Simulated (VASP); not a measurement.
Set up this calculation in VASP 6.6.1, as the native input.

```yaml
Task: G0W0 quasiparticle levels
Functional: PBE
Potentials_or_basis: VASP PAW PBE potentials, release 64 (Al_GW, N_GW)
Cutoff: 500 eV
k_mesh: 8 × 8 × 8
Occupations: gaussian, width 0.01 eV
Spin: no spin polarisation
Dipole_correction: no
GW_scheme: G0W0
GW_iterations: 1
Cutoff_of_the_response_function: 80
Frequency_points: 48
Empty_bands: 33
Further_INCAR_settings: ALGO = EVGW0; EDIFF = 1e-08; NBANDS = 37
```

Crystal: AlN.

```
CELL_PARAMETERS angstrom
0.00000 2.18488 2.18488
2.18488 0.00000 2.18488
2.18488 2.18488 0.00000
ATOMIC_POSITIONS crystal
Al 0.00000 0.00000 0.00000
N 0.75000 0.75000 0.75000
```

The input as run:

POSCAR

```
AlN
1.0
    0.0000000000      2.1848764830      2.1848764830
    2.1848764830      0.0000000000      2.1848764830
    2.1848764830      2.1848764830      0.0000000000
Al N
1 1
Direct
    0.0000000000      0.0000000000      0.0000000000
    0.7500000000      0.7500000000      0.7500000000
```

INCAR.step1

```
ALGO = Normal ; EDIFF = 1E-8
ENCUT = 500 ; GGA = PE
ISMEAR = 0 ; LASPH = True
LCHARG = False ; LREAL = False
LWAVE = True ; NELM = 100
PREC = Accurate ; SIGMA = 0.01
```

INCAR.step2

```
ALGO = Exact ; EDIFF = 1E-8
ENCUT = 500 ; GGA = PE
ISMEAR = 0 ; ISTART = 1
LASPH = True ; LCHARG = False
LOPTICS = True ; LREAL = False
LWAVE = True ; NBANDS = 37
NELM = 1 ; PREC = Accurate
SIGMA = 0.01
```

INCAR.step3

```
ALGO = EVGW0 ; EDIFF = 1E-8
ENCUT = 500 ; ENCUTGW = 80.0
GGA = PE ; ISMEAR = 0
ISTART = 1 ; LASPH = True
LCHARG = False ; LREAL = False
LWAVE = False ; NBANDS = 37
NBANDSGW = 12 ; NELMGW = 1
NOMEGA = 48 ; PREC = Accurate
PRECFOCK = Fast ; SIGMA = 0.01
```

KPOINTS

```
k-points
0
Gamma
  8 8 8
```

Potentials or basis: VASP PAW PBE potentials, release 64 (Al_GW, N_GW).

The run is started by

```sh
$ cat potpaw_PBE.64/Al_GW/POTCAR potpaw_PBE.64/N_GW/POTCAR > POTCAR
$ cp INCAR.step1 INCAR
$ mpirun -np 1 vasp_std > vasp.out
$ cp INCAR.step2 INCAR
$ mpirun -np 1 vasp_std > vasp.out
$ cp INCAR.step3 INCAR
$ mpirun -np 1 vasp_std > vasp.out
```

Results of the run:

| Item | Value |
| --- | --- |
| Quasiparticle gap | 4.36 eV |
| Least direct quasiparticle gap | 5.52 eV |
| Band gap of the starting levels on the mesh | 3.32 eV |
| Least direct gap of the starting levels on the mesh | 4.18 eV |

Caveat: bands, screening cutoff and mesh are small and nothing is extrapolated, so the quasiparticle values aren't converged.

It took 8.2 min on 1 thread of Intel Xeon 8259CL, on a shared host, peak memory 0.46 GiB.
